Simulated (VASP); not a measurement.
TiC: single point with BLYP

Crystal: TiC.

```
CELL_PARAMETERS angstrom
0.00000 2.19033 2.19033
2.19033 0.00000 2.19033
2.19033 2.19033 0.00000
ATOMIC_POSITIONS crystal
Ti 0.00000 0.00000 0.00000
C 0.50000 0.50000 0.50000
```

```
Program                : VASP 6.6.1
Task                   : single point
Functional             : BLYP
Potentials or basis    : VASP PAW PBE potentials, release 64 (Ti_sv, C)
Cutoff                 : 520 eV
k mesh                 : 11 × 11 × 11
Occupations            : fermi-dirac, width 0.05 eV
Spin                   : no spin polarisation
Dipole correction      : no
Further INCAR settings : ALGO = Normal; EDIFF = 1e-06; NBANDS = 15
```

| Property | Result |
| --- | --- |
| Pressure | 0.4 GPa |
| Band gap on the k mesh | zero (band 8 reaches 10.12 eV, above the bottom of band 9 at 9.05 eV) |

Levels at points of the mesh, in eV from the Fermi level:
```tsv
k point	band 4	band 5	band 6	band 7	band 8	band 9	band 10	band 11	band 12	band 13
(0.00, 0.00, 0.00)	-32.81	-12.14	0.61	0.61	0.61	1.50	1.50	1.51	1.51	1.51
```

Wall time 20 s on 1 thread of Intel Xeon 6975P-C, on a shared host, peak memory 0.15 GiB.

Caveat: the PAW data sets were made with another functional, which shifts forces and pressure a little.
